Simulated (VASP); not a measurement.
Here is a VASP 6.6.1 calculation.

The input INCAR:

```
PREC = Accurate
ENCUT = 520
EDIFF = 1E-6
ISMEAR = 0
SIGMA = 0.1
LREAL = False
LASPH = True
NELM = 100
ALGO = Normal
ISIF = 2
LWAVE = False
LCHARG = False
GGA = PS
NBANDS = 20
```

File KPOINTS:

```
Automatic mesh
0
Gamma
  12 12 7
```

File POSCAR:

```
Tl
1.0
    3.5018737533      0.0000000000      0.0000000000
   -1.7509368767      3.0327116312      0.0000000000
    0.0000000000      0.0000000000      5.3940014844
Tl
2
Direct
    0.3333333333      0.6666666667      0.2500000000
    0.6666666667      0.3333333333      0.7500000000
```

Potentials or basis: VASP PAW PBE potentials, release 64 (Tl_d).

Command:

```bash
$ cat potpaw_PBE.64/Tl_d/POTCAR > POTCAR
$ mpirun -np 1 vasp_std > vasp.out
```

(1) What does it give for the pressure?

(2) Estimate the band gap on the k mesh.

Results:

(1) 0.0 GPa.

(2) zero (band 13 reaches 9.17 eV, above the bottom of band 14 at 4.44 eV).

Caveat: the PAW data sets were made with another functional, which shifts forces and pressure a little; spin-orbit coupling is left out, which moves the levels of the heavy elements.
